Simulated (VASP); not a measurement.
# Al (P6_3/mmc) in VASP: notebook

The runs below take Al through single point, with PBEsol+D3(BJ).

Program: VASP 6.6.1. These are calculated values, not measurements. Logs are shortened: lines on timing, memory, paths and dates and some standing lists are left out, and cuts for length are marked.

## (1) The cell of the first run

The structure is hexagonal, space group P6_3/mmc (No. 194). The conventional cell has a = 2.798 Å, b = 2.798 Å, c = 8.475 Å, α = 90.00°, β = 90.00°, γ = 120.00°. Al (site symmetry -3m) has 12 Al at 2.66 to 2.80 Å within 3.5 Å. Al (site symmetry -6m2) has 12 Al at 2.66 to 2.80 Å within 3.5 Å.

## (2) Single point, PBEsol+D3(BJ) (volume 14.362 Å^3 an atom, c/a of the conventional cell 3.0291)

INCAR reads:

```
SYSTEM = Al
PREC     = Accurate       ! precision mode
ENCUT    = 520            ! plane-wave cutoff, eV
EDIFF    = 1E-6           ! SCF threshold, eV
ISMEAR   = 0              ! smearing method
SIGMA    = 0.15           ! smearing width, eV
LREAL    = .False.        ! projectors in reciprocal space
LASPH    = .True.         ! aspherical terms in the spheres
NELM     = 80             ! most SCF steps
ALGO     = Fast           ! electronic algorithm
ISIF     = 2              ! what is computed and relaxed
LWAVE    = .False.        ! write WAVECAR
LCHARG   = .False.        ! write CHGCAR
GGA      = PS             ! functional
IVDW     = 12             ! dispersion correction
NBANDS   = 14             ! bands
```

KPOINTS reads:

```
Automatic mesh
0
Gamma
  18 18 6
  0 0 0
```

POSCAR reads:

```
Al
1.0
    2.7977584988      0.0000000000      0.0000000000
   -1.3988792494      2.4229299336      0.0000000000
    0.0000000000      0.0000000000      8.4746902688
Al
4
Direct
    0.0000000000      0.0000000000      0.0000000000
    0.3333333333      0.6666666667      0.2500000000
    0.0000000000      0.0000000000      0.5000000000
    0.6666666667      0.3333333333      0.7500000000
```

Potentials or basis: VASP PAW PBE potentials, release 64 (Al).

Started as:

```sh
$ cat potpaw_PBE.64/Al/POTCAR > POTCAR
$ mpirun -np 1 vasp_std > vasp.out
```

OUTCAR:

```text
SYSTEM = Al
   PREC = Accurate
   ENCUT = 520
   EDIFF = 1E-6
   ISMEAR = 0
   LREAL = .False.
   LASPH = .True.
   NELM = 80
   ISIF = 2
   GGA = PS
   IVDW = 12
 IVDW          = 12

 ion  position               nearest neighbor table
   1  0.000  0.000  0.000-   2 2.66   4 2.66   2 2.66   4 2.66   4 2.66   2 2.66
   2  0.333  0.667  0.250-   1 2.66   3 2.66   1 2.66   3 2.66   1 2.66   3 2.66
   3  0.000  0.000  0.500-   2 2.66   4 2.66   2 2.66   4 2.66   4 2.66   2 2.66
   4  0.667  0.333  0.750-   1 2.66   3 2.66   1 2.66   3 2.66   1 2.66   3 2.66

  LATTYP: Found a hexagonal cell.
 ALAT       =     2.7977584988
 C/A-ratio  =     3.0291000000

  Lattice vectors:

 A1 = (   2.7977584988,   0.0000000000,   0.0000000000)
 A2 = (  -1.3988792494,   2.4229299336,   0.0000000000)
 A3 = (   0.0000000000,   0.0000000000,   8.4746902688)

Analysis of symmetry for initial positions (statically):
=====================================================================
 Subroutine PRICEL returns:
 Original cell was already a primitive cell.

 Routine SETGRP: Setting up the symmetry group for a
 hexagonal supercell.

 Subroutine GETGRP returns: Found 24 space group operations
 (whereof 12 operations were pure point group operations)
 out of a pool of 24 trial point group operations.

The static configuration has the point symmetry D_3d.
 The point group associated with its full space group is D_6h.

Analysis of symmetry for dynamics (positions and initial velocities):
=====================================================================
 Subroutine PRICEL returns:
 Original cell was already a primitive cell.

 Routine SETGRP: Setting up the symmetry group for a
 hexagonal supercell.

 Subroutine GETGRP returns: Found 24 space group operations
 (whereof 12 operations were pure point group operations)
 out of a pool of 24 trial point group operations.

The dynamic configuration has the point symmetry D_3d.
 The point group associated with its full space group is D_6h.

 Subroutine INISYM returns: Found 24 space group operations
 (whereof 12 operations are pure point group operations),
 and found     1 'primitive' translations

----------------------------------------------------------------------------------------

                                     Primitive cell

  volume of cell :      57.4480

  direct lattice vectors                    reciprocal lattice vectors
     2.797758499  0.000000000  0.000000000     0.357428992  0.206361725  0.000000000
[... 105 lines left out ...]
   ISMEAR =     0;   SIGMA  =   0.15  broadening in eV -4-tet -1-fermi 0-gaus
   EFERMI_NEDOS =   21; number of points for ismear=-14 and -15
   IALGO  =     68    algorithm
   IMIX   =      4    mixing-type and parameters
     AMIX     =   0.40;   BMIX     =  1.00
     AMIX_MAG =   1.60;   BMIX_MAG =  1.00
  volume/ion in A,a.u.               =      14.36        96.92
  Fermi-wavevector in a.u.,A,eV,Ry     =   0.971353  1.835590 12.837451  0.943526
  Thomas-Fermi vector in A             =   2.101563
   LORBIT       =      0    0 simple, 1 ext, 2 COOP (PROOUT), +10 PAW based schemes
   GGA     = PS    functional components
   LHFCALC =     F    Hartree Fock is set to
   AEXX    =    0.0000 exact exchange contribution
   IVDW    =    12    specifies the selected vdW correction
   LEPSILON=     F    determine dielectric tensor
   LRPA    =     F    only Hartree local field effects (RPA)
 non-spin polarized calculation
 RMM-DIIS sequential band-by-band and
 Gauss-broadening in eV      SIGMA  =   0.15
  energy-cutoff  :      520.00
  volume of cell :       57.45
 maximum number of plane-waves:      1564
 NGX is ok and might be reduce to    24
   NGX = 11   NGY = 11   NGZ = 31

 number of electron      12.0000000 magnetization

 Free energy of the ion-electron system (eV)
  ---------------------------------------------------
  ext. energy  EPLUGINS =         0.00000000
  ---------------------------------------------------
  free energy    TOTEN  =       -15.94558458 eV

  energy without entropy =      -15.92828445  energy(sigma->0) =      -15.93693451

 E-fermi :   9.4603     XC(G=0): -10.7723

 val. band max:        9.4586610300   @ k =   0.2778   0.0556   0.0000
 cond. band min:       9.4695640311   @ k =   0.2778   0.0000   0.3333
 fundamental gap:      0.0109030011
 Fermi energy:         9.4603351617

 k-point     1 :       0.0000    0.0000    0.0000
  band No.  band energies     occupation
      1      -2.6545      2.00000
      2      -0.6156      2.00000
      3      -0.6135      2.00000
      4       4.8304      2.00000
      5       5.8843      2.00000
      6      14.7420      0.00000
      7      14.7813      0.00000
      8      19.9745      0.00000
      9      19.9745      0.00000
     10      20.1253      0.00000
     11      20.1253      0.00000
     12      21.1491      0.00000
     13      21.1562      0.00000
     14      21.3420      0.00000
[... 377 lines left out ...]
      1       2.4439      2.00000
      2       4.3493      2.00000
      3       4.3741      2.00000
      4       5.0877      2.00000
      5       7.0815      2.00000
      6       7.1099      2.00000
      7       9.6080      0.16390
      8      10.5831      0.00000
      9      11.8002      0.00000
     10      12.1204      0.00000
     11      13.6077      0.00000
     12      13.6794      0.00000
     13      14.4156      0.00000
     14      18.4906      0.00000

 [... further k-points ...]

------------------------ aborting loop because EDIFF is reached ----------------------------------------

 Edisp (eV)   -1.46178

 E8    (eV) :    -0.9844

  FORCE on cell =-STRESS in cart. coord.  units (eV):
  Direction    XX          YY          ZZ          XY          YZ          ZX
  --------------------------------------------------------------------------------------
  -------------------------------------------------------------------------------------
  Total       2.33069     2.33069     6.06345     0.00000    -0.00000     0.00000
  in kB      65.00099    65.00099   169.10450     0.00000    -0.00000     0.00000
  external pressure =       99.70 kB  Pullay stress =        0.00 kB

 VOLUME and BASIS-vectors are now :
 -----------------------------------------------------------------------------
  energy-cutoff  :      520.00
  volume of cell :       57.45
      direct lattice vectors                 reciprocal lattice vectors
     2.797758499  0.000000000  0.000000000     0.357428992  0.206361725  0.000000000
    -1.398879249  2.422929934  0.000000000     0.000000000  0.412723449  0.000000000
     0.000000000  0.000000000  8.474690269     0.000000000  0.000000000  0.117998413

 POSITION                                       TOTAL-FORCE (eV/Angst)
 -----------------------------------------------------------------------------------
      0.00000      0.00000      0.00000        -0.000000      0.000000      0.000000
     -0.00000      1.61529      2.11867         0.000000      0.000000     -0.000000
      0.00000      0.00000      4.23735        -0.000000      0.000000      0.000000
      1.39888      0.80764      6.35602        -0.000000      0.000000     -0.000000
 -----------------------------------------------------------------------------------
    total drift:                               -0.000000     -0.000000      0.000000

  FREE ENERGIE OF THE ION-ELECTRON SYSTEM (eV)
  ---------------------------------------------------
  free  energy   TOTEN  =       -17.4073680865 eV

  energy  without entropy=      -17.3900679549  energy(sigma->0) =      -17.39871802
```

OSZICAR:

```text
N       E                     dE             d eps       ncg     rms          rms(c)
DAV:   1     0.680455007718E+01    0.68046E+01   -0.42381E+03  4152   0.669E+02
DAV:   2    -0.153713088609E+02   -0.22176E+02   -0.20334E+02  5442   0.936E+01
DAV:   3    -0.160738209584E+02   -0.70251E+00   -0.69713E+00  5408   0.137E+01
DAV:   4    -0.160782069414E+02   -0.43860E-02   -0.43855E-02  4986   0.135E+00
DAV:   5    -0.160782557876E+02   -0.48846E-04   -0.48846E-04  5424   0.145E-01    0.337E+00
RMM:   6    -0.159985862499E+02    0.79670E-01   -0.54886E-03  4153   0.383E-01    0.194E+00
RMM:   7    -0.159460426177E+02    0.52544E-01   -0.14445E-02  4292   0.617E-01    0.224E-01
RMM:   8    -0.159455619996E+02    0.48062E-03   -0.13826E-03  4399   0.235E-01    0.278E-02
RMM:   9    -0.159455809606E+02   -0.18961E-04   -0.21670E-04  4688   0.109E-01    0.431E-02
RMM:  10    -0.159455843183E+02   -0.33577E-05   -0.32373E-05  4788   0.362E-02    0.653E-02
RMM:  11    -0.159455845800E+02   -0.26164E-06   -0.78076E-06  4770   0.192E-02
   1 F= -.17407368E+02 E0= -.17398718E+02  d E =-.173001E-01
```

stdout:

```text
POSCAR found type information on POSCAR Al
 POSCAR found :  1 types and       4 ions
 scaLAPACK will be used
 -----------------------------------------------------------------------------
|                                                                             |
|                                                                             |
|     You enforced a specific xc type in the INCAR file but a different       |
|     I HOPE YOU KNOW WHAT YOU ARE DOING!                                     |
|                                                                             |
 -----------------------------------------------------------------------------

 LDA part: xc-table for (Slater+PW92), standard interpolation
 POSCAR, INCAR and KPOINTS ok, starting setup
 FFT: planning ... GRIDC
 FFT: planning ... GRID_SOFT
 FFT: planning ... GRID
 WAVECAR not read
 entering main loop
```

It took 41 s on 1 thread of Intel Xeon 6975P-C (Granite Rapids), shared host; peak memory 0.23 GiB.

Results:

* Free energy: -17.4074 eV
* Pressure: 10.0 GPa
* Band gap on the k mesh: zero (band 6 reaches 14.82 eV, above the bottom of band 7 at 7.59 eV)
* Dispersion energy per atom: -0.365 eV

Caveat: the PAW data sets were made with another functional, which shifts forces and pressure a little; pairwise dispersion overbinds metals, which lowers pressure and volume.

## (3) Single point, PBEsol+D3(BJ) (volume 14.362 Å^3 an atom, c/a of the conventional cell 3.5559)

INCAR reads:

```
SYSTEM = Al
ALGO = Fast ; EDIFF = 1E-6
ENCUT = 520 ; GGA = PS
ISIF = 2 ; ISMEAR = 0
IVDW = 12 ; LASPH = .TRUE.
LCHARG = .FALSE. ; LREAL = .FALSE.
LWAVE = .FALSE. ; NBANDS = 14
NELM = 60 ; PREC = Accurate
SIGMA = 0.15
```

KPOINTS reads:

```
k-points
0
G
  18 18 6
  0 0 0
```

POSCAR reads:

```
Al
1.0
    2.6521510041      0.0000000000      0.0000000000
   -1.3260755020      2.2968301443      0.0000000000
    0.0000000000      0.0000000000      9.4307837556
Al
4
Direct
    0.0000000000      0.0000000000      0.0000000000
    0.3333333333      0.6666666667      0.2500000000
    0.0000000000      0.0000000000      0.5000000000
    0.6666666667      0.3333333333      0.7500000000
```

Potentials or basis: VASP PAW PBE potentials, release 64 (Al).

Started as:

```sh
$ cat potpaw_PBE.64/Al/POTCAR > POTCAR
$ mpirun -np 1 vasp_std > vasp.out
```

Run time: 41 s. Hardware: 1 thread of Intel Xeon 6975P-C (Granite Rapids), shared host; peak memory 0.23 GiB.

The run converged. Its results:

```yaml
Free_energy: -17.3936 eV
Pressure: 10.3 GPa
Band_gap_on_the_k_mesh: zero (band 6 reaches 12.63 eV, above the bottom of band 7 at 8.13 eV)
Dispersion_energy_per_atom: -0.365 eV
```

Stress tensor (GPa, compression positive):
```
14.15  0.00  0.00
 0.00 14.15  0.00
 0.00  0.00  2.65
```

Levels at points of the mesh, in eV from the Fermi level:
```tsv
k point	band 4	band 5	band 6	band 7	band 8	band 9
(0.00, 0.00, 0.00)	-5.60	-5.58	2.14	2.15	11.38	13.00
(0.50, 0.00, 0.00)	-4.09	-3.25	-3.16	0.79	0.93	1.11
(0.00, 0.00, 0.50)	-8.39	-2.06	-2.06	6.94	6.94	13.19
(0.50, 0.00, 0.50)	-4.80	-1.98	-1.98	-1.26	-1.26	4.26
```

Caveat: the PAW data sets were made with another functional, which shifts forces and pressure a little; pairwise dispersion overbinds metals, which lowers pressure and volume.

## (4) Single point, PBEsol+D3(BJ) (volume 14.362 Å^3 an atom, c/a of the conventional cell 3.1530)

INCAR reads:

```
SYSTEM = Al
  PREC = Accurate
  ENCUT = 520
  EDIFF = 1E-7
  ISMEAR = 0
  SIGMA = 0.15
  LREAL = .False.
  LASPH = .True.
  NELM = 100
  ALGO = Fast
  ISIF = 2
  LWAVE = .False.
  LCHARG = .False.
  GGA = PS
  IVDW = 12
  NBANDS = 14
```

KPOINTS reads:

```
regular mesh
0
Gamma
  18 18 6
  0 0 0
```

POSCAR reads:

```
Al
1.0
    2.7606208925      0.0000000000      0.0000000000
   -1.3803104462      2.3907678232      0.0000000000
    0.0000000000      0.0000000000      8.7042376741
Al
4
Direct
    0.0000000000      0.0000000000      0.0000000000
    0.3333333333      0.6666666667      0.2500000000
    0.0000000000      0.0000000000      0.5000000000
    0.6666666667      0.3333333333      0.7500000000
```

Started as:

```sh
$ cat potpaw_PBE.64/Al/POTCAR > POTCAR
$ mpirun -np 1 vasp_std > vasp.out
```

Run time: 47 s. Hardware: 1 thread of Intel Xeon 6975P-C (Granite Rapids), shared host; peak memory 0.25 GiB.

It converged, with:

* Free energy: -17.4822 eV
* Pressure: 9.3 GPa
* Band gap on the k mesh: zero (band 6 reaches 14.13 eV, above the bottom of band 7 at 7.70 eV)
* Dispersion energy per atom: -0.365 eV

Stress tensor (GPa, compression positive):
```
 7.47  0.00  0.00
 0.00  7.47  0.00
 0.00  0.00 12.94
```

Levels at points of the mesh, in eV from the Fermi level:
```tsv
k point	band 2	band 3	band 4	band 5	band 6	band 7	band 8	band 9	band 10	band 11
(0.00, 0.00, 0.00)	-10.17	-10.17	-4.91	-4.10	4.45	4.47	11.18	11.18	11.26	11.26
(0.50, 0.00, 0.00)	-5.79	-4.36	-4.33	-3.54	-3.50	0.86	1.24	1.95	2.21	5.83
(0.00, 0.00, 0.50)	-11.62	-7.79	-7.79	-0.38	-0.38	9.85	9.85	11.52	11.52	11.52
(0.50, 0.00, 0.50)	-5.41	-5.31	-5.31	-1.96	-1.96	-1.23	-1.23	5.08	5.08	5.48
```

Caveat: the PAW data sets were made with another functional, which shifts forces and pressure a little; pairwise dispersion overbinds metals, which lowers pressure and volume.

[end of part 1 of 2]
